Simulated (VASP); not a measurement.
Wanted: the native input for a VASP 6.6.1 run.

* Task: single point
* Functional: PBEsol
* Dispersion: D3(BJ)
* Potentials or basis: VASP PAW PBE potentials, release 64 (Ba_sv, Ti_sv, O)
* Cutoff: 600 eV
* k mesh: 7 × 7 × 6
* Occupations: fermi-dirac, width 0.05 eV
* Spin: no spin polarisation
* Dipole correction: no
* Further INCAR settings: ALGO = Normal; EDIFF = 1e-06; NBANDS = 51

The structure of BaTiO3 lies in POSCAR:

```
BaTiO3
1.0
    3.9517069128     -2.7929634365     -2.7937109920
   -3.9505125187     -2.7932335215      2.7929476202
   -3.9564578136      2.7912284190     -2.7981979308
Ba Ti O
2 2 6
Direct
    0.9965506060      0.4977815971      0.4945106355
    0.9965471554      0.9977765908     -0.0054909837
    0.4880619614      0.2433473345      0.7318917494
    0.4880611219      0.7433452528      0.2318904483
    0.5051380452      0.5041644373      0.0091470553
    0.5051301837      0.0041558769      0.5091502342
    0.5051953480      0.5005811768      0.5090914582
    0.5051898833      1.0005749948      1.0090917485
    0.0088448566      0.0041350699      0.5091386996
    0.0088408385      0.5041376692      0.0091389547
```

One way to write it, as run:

INCAR

```
SYSTEM = BaTiO3
  ALGO = Normal
  EDIFF = 1E-6
  ENCUT = 600
  GGA = PS
  GGA_COMPAT = .False.
  ISIF = 2
  ISMEAR = -1
  IVDW = 12
  KPAR = 4
  LASPH = .True.
  LCHARG = .True.
  LREAL = .False.
  LVHAR = .True.
  LWAVE = .False.
  NBANDS = 51
  NELM = 120
  PREC = Accurate
  SIGMA = 0.05
```

KPOINTS

```
k-points
0
Gamma
  7 7 6
  0 0 0
```

Potentials or basis: VASP PAW PBE potentials, release 64 (Ba_sv, Ti_sv, O).

The run is started by

```bash
$ cat potpaw_PBE.64/Ba_sv/POTCAR potpaw_PBE.64/Ti_sv/POTCAR potpaw_PBE.64/O/POTCAR > POTCAR
$ mpirun -np 4 vasp_std > vasp.out
```

It gave:

| Item | Value |
| --- | --- |
| Pressure | 2.0 GPa |
| Largest force | 0.035 eV/Å |
| Band gap on the k mesh | 2.06 eV |
| Dispersion energy per atom | -0.275 eV |

Caveat: the PAW data sets were made with another functional, which shifts forces and pressure a little; spin-orbit coupling is left out, which moves the levels of the heavy elements; an odd mesh through Γ misses points on the zone boundary, where band edges can lie.

Run time: 8.6 min on 4 MPI ranks on Intel(R) Xeon(R) Platinum 8259CL CPU @ 2.50GHz (Skylake/Cascade Lake) (shared host), peak memory 1 GiB a rank.
